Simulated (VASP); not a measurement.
# CaSe (P6_3/mmc) in VASP: a series of runs

The runs below take CaSe through single point, with PBE.

Everything below comes from runs of VASP 6.6.1. Logs are shortened: lines on timing, memory, paths and dates and some standing lists are left out, and cuts for length are marked.

## Step 1: The cell of the first run

It takes space group P6_3/mmc (No. 194, hexagonal). Conventional cell: a = 5.006 Å, b = 5.006 Å, c = 5.876 Å, α = 90.00°, β = 90.00°, γ = 120.00°. Ca (site symmetry -6m2) has 5 Se at 2.89 to 2.94 Å within 3.8 Å. Se (site symmetry -6m2) has 5 Ca at 2.89 to 2.94 Å within 3.8 Å.

## Step 2: Single point, PBE

Input file INCAR:

```
SYSTEM = CaSe
PREC = Accurate
ENCUT = 520
EDIFF = 1E-7
ISMEAR = 0
SIGMA = 0.01
LREAL = .FALSE.
LASPH = .TRUE.
NELM = 80
ALGO = Normal
ISIF = 2
LWAVE = .FALSE.
LCHARG = .FALSE.
GGA = PE
NBANDS = 24
```

Input file KPOINTS:

```
regular mesh
0
G
  6 6 2
  0 0 0
```

Input file POSCAR:

```
CaSe
1.0
    5.0055966788      0.0000000000      0.0000000000
   -2.5027983394      4.3349738849      0.0000000000
    0.0000000000      0.0000000000      5.8757322579
Ca Se
2 2
Direct
    0.3333333333      0.6666666667     -0.0624992794
    0.6666666667      0.3333333333      0.4375007206
    0.3333333333      0.6666666667      0.4374992794
    0.6666666667      0.3333333333      0.9374992794
```

Potentials or basis: VASP PAW PBE potentials, release 64 (Ca_sv, Se).

Run with:

```
> cat potpaw_PBE.64/Ca_sv/POTCAR potpaw_PBE.64/Se/POTCAR > POTCAR
> mpirun -np 1 vasp_std > vasp.out
```

OUTCAR:

```text
SYSTEM = CaSe
   PREC = Accurate
   ENCUT = 520
   EDIFF = 1E-7
   ISMEAR = 0
   LREAL = .FALSE.
   LASPH = .TRUE.
   NELM = 80
   ISIF = 2
   GGA = PE

 ion  position               nearest neighbor table
   1  0.333  0.667  0.938-   4 2.89   4 2.89   4 2.89   3 2.94   3 2.94
   2  0.667  0.333  0.438-   3 2.89   3 2.89   3 2.89   4 2.94   4 2.94
   3  0.333  0.667  0.437-   2 2.89   2 2.89   2 2.89   1 2.94   1 2.94
   4  0.667  0.333  0.937-   1 2.89   1 2.89   1 2.89   2 2.94   2 2.94

  LATTYP: Found a hexagonal cell.
 ALAT       =     5.0055966788
 C/A-ratio  =     1.1738325388

  Lattice vectors:

 A1 = (   5.0055966788,   0.0000000000,   0.0000000000)
 A2 = (  -2.5027983394,   4.3349738849,   0.0000000000)
 A3 = (   0.0000000000,   0.0000000000,   5.8757322579)

Analysis of symmetry for initial positions (statically):
=====================================================================
 Subroutine PRICEL returns:
 Original cell was already a primitive cell.

 Routine SETGRP: Setting up the symmetry group for a
 hexagonal supercell.

 Subroutine GETGRP returns: Found 24 space group operations
 (whereof  6 operations were pure point group operations)
 out of a pool of 24 trial point group operations.

The static configuration has the point symmetry C_3v.
 The point group associated with its full space group is D_6h.

Analysis of symmetry for dynamics (positions and initial velocities):
=====================================================================
 Subroutine PRICEL returns:
 Original cell was already a primitive cell.

 Routine SETGRP: Setting up the symmetry group for a
 hexagonal supercell.

 Subroutine GETGRP returns: Found 24 space group operations
 (whereof  6 operations were pure point group operations)
 out of a pool of 24 trial point group operations.

The dynamic configuration has the point symmetry C_3v.
 The point group associated with its full space group is D_6h.

 Subroutine INISYM returns: Found 24 space group operations
 (whereof  6 operations are pure point group operations),
 and found     1 'primitive' translations

----------------------------------------------------------------------------------------

                                     Primitive cell

  volume of cell :     127.4983

  direct lattice vectors                    reciprocal lattice vectors
     5.005596679  0.000000000  0.000000000     0.199776383  0.115340949  0.000000000
    -2.502798339  4.334973885  0.000000000     0.000000000  0.230681897  0.000000000
     0.000000000  0.000000000  5.875732258     0.000000000  0.000000000  0.170191553

  length of vectors
     5.005596679  5.005596679  5.875732258     0.230681897  0.230681897  0.170191553

  position of ions in fractional coordinates (direct lattice)
     0.333333333  0.666666667  0.937500721
     0.666666667  0.333333333  0.437500721
     0.333333333  0.666666667  0.437499279
     0.666666667  0.333333333  0.937499279

  ion indices of the primitive-cell ions
   primitive index   ion index
                 1           1
                 2           2
                 3           3
                 4           4

----------------------------------------------------------------------------------------

 KPOINTS: regular mesh

Automatic generation of k-mesh.
 Grid dimensions read from file:
 generate k-points for:    6    6    2

 Generating k-lattice:

  Cartesian coordinates                     Fractional coordinates (reciprocal lattice)
     0.033296064  0.019223491  0.000000000     0.166666667  0.000000000  0.000000000
     0.000000000  0.038446983  0.000000000     0.000000000  0.166666667  0.000000000
     0.000000000  0.000000000  0.085095777     0.000000000  0.000000000  0.500000000

  Length of vectors
     0.038446983  0.038446983  0.085095777

  Shift w.r.t. Gamma in fractional coordinates (k-lattice)
     0.000000000  0.000000000  0.000000000

 Subroutine IBZKPT returns following result:
 ===========================================

 Found     14 irreducible k-points:

 Following reciprocal coordinates:
            Coordinates               Weight
  0.000000  0.000000  0.000000      1.000000
  0.166667  0.000000  0.000000      6.000000
  0.333333 -0.000000  0.000000      6.000000
  0.500000  0.000000  0.000000      3.000000
  0.166667  0.166667  0.000000      6.000000
  0.333333  0.166667  0.000000     12.000000
  0.333333  0.333333  0.000000      2.000000
  0.000000  0.000000  0.500000      1.000000
  0.166667  0.000000  0.500000      6.000000
  0.333333 -0.000000  0.500000      6.000000
  0.500000  0.000000  0.500000      3.000000
  0.166667  0.166667  0.500000      6.000000
  0.333333  0.166667  0.500000     12.000000
  0.333333  0.333333  0.500000      2.000000
   k-points           NKPTS =     14   k-points in BZ     NKDIM =     14   number of bands    NBANDS=     24
   number of dos      NEDOS =    301   number of ions     NIONS =      4
   total plane-waves  NPLWV =  76800
   dimension x,y,z NGX =    40 NGY =   40 NGZ =   48
   dimension x,y,z NGXF=    80 NGYF=   80 NGZF=   96
   ions per type =               2   2
   NGX,Y,Z   is equivalent  to a cutoff of  13.28, 13.28, 13.58 a.u.
   NGXF,Y,Z  is equivalent  to a cutoff of  26.57, 26.57, 27.16 a.u.
 SYSTEM =  CaSe
   PREC   = accura    normal or accurate (medium, high low for compatibility)
   ISTART =      0    job   : 0-new  1-cont  2-samecut
   ICHARG =      2    charge: 1-file 2-atom 10-const
   ISPIN  =      1    spin polarized calculation?
   LNONCOLLINEAR =      F non collinear calculations
   LSORBIT =      F    spin-orbit coupling
   LASPH  =      T    aspherical Exc in radial PAW
   ENCUT  =  520.0 eV  38.22 Ry    6.18 a.u.   9.31  9.31 10.92*2*pi/ulx,y,z
   NELM   =     80;   NELMIN=  2; NELMDL= -5     # of ELM steps
   EDIFF  = 0.1E-06   stopping-criterion for ELM
   LREAL  =      F    real-space projection
   EDIFFG = 0.1E-05   stopping-criterion for IOM
   NSW    =      0    number of steps for IOM
   IBRION =     -1    ionic relax: 0-MD 1-quasi-New 2-CG
   NFREE  =      0    steps in history (QN), initial steepest desc. (CG)
   ISIF   =      2    stress and relaxation
   ISYM   =      2    0-nonsym 1-usesym 2-fastsym
   POTIM  = 0.5000    time-step for ionic-motion
   TEBEG  =    0.0;   TEEND  =   0.0 temperature during run
   PSTRESS=    0.0 pullay stress
   NELECT =      32.0000    total number of electrons
   NUPDOWN=      -1.0000    fix difference up-down
   EMIN   =  10.00;   EMAX   =-10.00  energy-range for DOS
   EFERMI =   0.00;   METHOD = LEGACY
   ISMEAR =     0;   SIGMA  =   0.01  broadening in eV -4-tet -1-fermi 0-gaus
   EFERMI_NEDOS =   21; number of points for ismear=-14 and -15
   IALGO  =     38    algorithm
   IMIX   =      4    mixing-type and parameters
     AMIX     =   0.40;   BMIX     =  1.00
     AMIX_MAG =   1.60;   BMIX_MAG =  1.00
  volume/ion in A,a.u.               =      31.87       215.10
  Fermi-wavevector in a.u.,A,eV,Ry     =   1.032658  1.951442 14.509029  1.066384
  Thomas-Fermi vector in A             =   2.166867
   LORBIT       =      0    0 simple, 1 ext, 2 COOP (PROOUT), +10 PAW based schemes
   GGA     = PE    functional components
   LHFCALC =     F    Hartree Fock is set to
   AEXX    =    0.0000 exact exchange contribution
   IVDW    =     0    specifies the selected vdW correction
   LEPSILON=     F    determine dielectric tensor
   LRPA    =     F    only Hartree local field effects (RPA)
 non-spin polarized calculation
 Gauss-broadening in eV      SIGMA  =   0.01
  energy-cutoff  :      520.00
  volume of cell :      127.50
 maximum number of plane-waves:      3450
 NGX is ok and might be reduce to    40
   NGX = 19   NGY = 19   NGZ = 21

 number of electron      32.0000003 magnetization

 Free energy of the ion-electron system (eV)
  ---------------------------------------------------
  ext. energy  EPLUGINS =         0.00000000
  ---------------------------------------------------
  free energy    TOTEN  =       -18.45746400 eV

  energy without entropy =      -18.45746400  energy(sigma->0) =      -18.45746400

 E-fermi :   1.2449     XC(G=0):  -8.0266

 val. band max:        1.1887509951   @ k =   0.0000   0.0000   0.0000
 cond. band min:       3.6223951241   @ k =   0.3333   0.3333   0.0000
 fundamental gap:      2.4336441291
 Fermi energy:         1.2448849277

 k-point     1 :       0.0000    0.0000    0.0000
  band No.  band energies     occupation
      1     -38.7283      2.00000
      2     -38.7200      2.00000
      3     -19.7767      2.00000
      4     -19.7767      2.00000
      5     -19.7738      2.00000
      6     -19.7479      2.00000
[... 16 lines left out ...]
     23       6.4575      0.00000
     24       7.0686      0.00000

 k-point     2 :       0.1667    0.0000    0.0000
  band No.  band energies     occupation
      1     -38.7277      2.00000
      2     -38.7203      2.00000
      3     -19.7809      2.00000
      4     -19.7788      2.00000
      5     -19.7692      2.00000
      6     -19.7545      2.00000
[... 16 lines left out ...]
     23       6.5126      0.00000
     24       6.6287      0.00000

 k-point     3 :       0.3333   -0.0000    0.0000
  band No.  band energies     occupation
      1     -38.7262      2.00000
      2     -38.7214      2.00000
      3     -19.7890      2.00000
      4     -19.7827      2.00000
      5     -19.7678      2.00000
      6     -19.7575      2.00000
[... 16 lines left out ...]
     23       6.2799      0.00000
     24       6.6562      0.00000
[... 244 lines left out ...]
 k-point    13 :       0.3333    0.1667    0.5000
  band No.  band energies     occupation
      1     -38.7237      2.00000
      2     -38.7237      2.00000
      3     -19.8081      2.00000
      4     -19.8081      2.00000
      5     -19.7676      2.00000
      6     -19.7676      2.00000
[... 16 lines left out ...]
     23       6.6332      0.00000
     24       6.6332      0.00000

 k-point    14 :       0.3333    0.3333    0.5000
  band No.  band energies     occupation
      1     -38.7236      2.00000
      2     -38.7236      2.00000
      3     -19.8109      2.00000
      4     -19.8109      2.00000
      5     -19.7698      2.00000
      6     -19.7698      2.00000
[... 16 lines left out ...]
     23       6.7319      0.00000
     24       6.7319      0.00000

------------------------ aborting loop because EDIFF is reached ----------------------------------------

  FORCE on cell =-STRESS in cart. coord.  units (eV):
  Direction    XX          YY          ZZ          XY          YZ          ZX
  --------------------------------------------------------------------------------------
  -------------------------------------------------------------------------------------
  Total        0.4436209      0.4436209      0.8898577      0.0000000      0.0000000     -0.0000000
  in kB        5.5746582      5.5746582     11.1821891      0.0000000      0.0000000     -0.0000000
  external PRESSURE =       7.4438352 kB  Pullay stress =       0.0000000 kB

 VOLUME and BASIS-vectors are now :
 -----------------------------------------------------------------------------
  energy-cutoff  :      520.00
  volume of cell :      127.50
      direct lattice vectors                 reciprocal lattice vectors
     5.005596679  0.000000000  0.000000000     0.199776383  0.115340949  0.000000000
    -2.502798339  4.334973885  0.000000000     0.000000000  0.230681897  0.000000000
     0.000000000  0.000000000  5.875732258     0.000000000  0.000000000  0.170191553

 POSITION                                       TOTAL-FORCE (eV/Angst)
 -----------------------------------------------------------------------------------
     -0.00000      2.88998      5.50850        -0.000000      0.000000      0.000000
      2.50280      1.44499      2.57064         0.000000     -0.000000     -0.000000
     -0.00000      2.88998      2.57063        -0.000000      0.000000     -0.000000
      2.50280      1.44499      5.50849        -0.000000     -0.000000     -0.000000
 -----------------------------------------------------------------------------------
    total drift:                               -0.000000      0.000000      0.005848

  FREE ENERGIE OF THE ION-ELECTRON SYSTEM (eV)
  ---------------------------------------------------
  free  energy   TOTEN  =       -18.4574639962 eV

  energy  without entropy=      -18.4574639962  energy(sigma->0) =      -18.45746400
```

Wall time 49 s (1 thread of AMD EPYC 7R13 (Zen 3), shared host); peak memory 0.23 GiB.

What came out:

```yaml
Free_energy: -18.4575 eV
Pressure: 0.7 GPa
Band_gap_on_the_k_mesh: 2.43 eV, indirect (least direct gap 2.57 eV)
```

Stress tensor (GPa, compression positive):
```
0.56 0.00 0.00
0.00 0.56 0.00
0.00 0.00 1.12
```

Caveat: the k points lie up to 0.53 Å⁻¹ apart. Expect the measured gap to be larger: semilocal functionals such as PBE lack the derivative discontinuity.

## Step 3: Single point, PBE

Input file INCAR:

```
PREC = Accurate
ENCUT = 520
EDIFF = 1E-7
ISMEAR = 0
SIGMA = 0.01
LREAL = F
LASPH = T
NELM = 100
ALGO = Normal
ISIF = 2
LWAVE = F
LCHARG = F
GGA = PE
NBANDS = 24
```

Input file KPOINTS:

```
Automatic mesh
0
Gamma
  6 6 2
```

POSCAR is that of step 2.

Potentials or basis: VASP PAW PBE potentials, release 64 (Ca_sv, Se).

Run with:

```
> cat potpaw_PBE.64/Ca_sv/POTCAR potpaw_PBE.64/Se/POTCAR > POTCAR
> mpirun -np 1 vasp_std > vasp.out
```

Wall time 52 s (1 thread of AMD EPYC 7R13 (Zen 3), shared host); peak memory 0.23 GiB.

Results (log left out):

```yaml
Free_energy: -18.4575 eV
Pressure: 0.7 GPa
Band_gap_on_the_k_mesh: 2.43 eV, indirect (least direct gap 2.57 eV)
```

Stress tensor (GPa, compression positive):
```
0.56 0.00 0.00
0.00 0.56 0.00
0.00 0.00 1.12
```

Levels at points of the mesh, in eV from the valence-band top:
| k point | band 12 | band 13 | band 14 | band 15 | band 16 | band 17 | band 18 | band 19 | band 20 | band 21 |
| --- | --- | --- | --- | --- | --- | --- | --- | --- | --- | --- |
| (0.00, 0.00, 0.00) | -1.56 | -1.56 | -1.06 | -1.06 | 0.00 | 2.57 | 3.54 | 3.54 | 4.34 | 4.92 |
| (0.50, 0.00, 0.00) | -1.61 | -1.58 | -1.46 | -1.01 | -0.51 | 3.02 | 3.27 | 3.70 | 4.52 | 4.57 |
| (0.00, 0.00, 0.50) | -1.95 | -1.40 | -1.40 | -1.40 | -1.40 | 3.76 | 3.76 | 4.95 | 4.95 | 4.95 |
| (0.50, 0.00, 0.50) | -2.67 | -1.23 | -1.23 | -1.06 | -1.06 | 3.59 | 3.59 | 4.64 | 4.64 | 5.20 |

Caveat: the k points lie up to 0.53 Å⁻¹ apart. A k mesh can miss the band edges.

## Step 4: Single point, PBE

Input file INCAR:

```
SYSTEM = CaSe
PREC = Accurate ; ENCUT = 520
EDIFF = 1E-6 ; ISMEAR = 0
SIGMA = 0.01 ; LREAL = .FALSE.
LASPH = .TRUE. ; NELM = 80
ALGO = Normal ; ISIF = 2
LWAVE = .FALSE. ; LCHARG = .FALSE.
GGA = PE ; NBANDS = 24
```

Input file KPOINTS:

```
regular mesh
0
G
  6 6 4
  0 0 0
```

POSCAR is that of step 3.

Run with:

```
> cat potpaw_PBE.64/Ca_sv/POTCAR potpaw_PBE.64/Se/POTCAR > POTCAR
> mpirun -np 1 vasp_std > vasp.out
```

Run time: 70 s. Hardware: 1 thread of AMD EPYC 7R13 (Zen 3), shared host; peak memory 0.25 GiB.

It converged, with:

- Free energy: -18.4999 eV
- Pressure: 0.6 GPa
- Band gap on the k mesh: 2.44 eV, indirect (least direct gap 2.57 eV)

Levels at points of the mesh, in eV from the valence-band top:
| k point | band 12 | band 13 | band 14 | band 15 | band 16 | band 17 | band 18 | band 19 | band 20 | band 21 |
| --- | --- | --- | --- | --- | --- | --- | --- | --- | --- | --- |
| (0.00, 0.00, 0.00) | -1.56 | -1.56 | -1.06 | -1.06 | 0.00 | 2.57 | 3.55 | 3.55 | 4.35 | 4.93 |
| (0.50, 0.00, 0.00) | -1.61 | -1.58 | -1.46 | -1.01 | -0.51 | 3.04 | 3.28 | 3.71 | 4.53 | 4.58 |
| (0.00, 0.00, 0.50) | -1.95 | -1.40 | -1.40 | -1.40 | -1.40 | 3.76 | 3.76 | 4.96 | 4.96 | 4.96 |
| (0.50, 0.00, 0.50) | -2.67 | -1.23 | -1.23 | -1.06 | -1.06 | 3.60 | 3.60 | 4.65 | 4.65 | 5.21 |
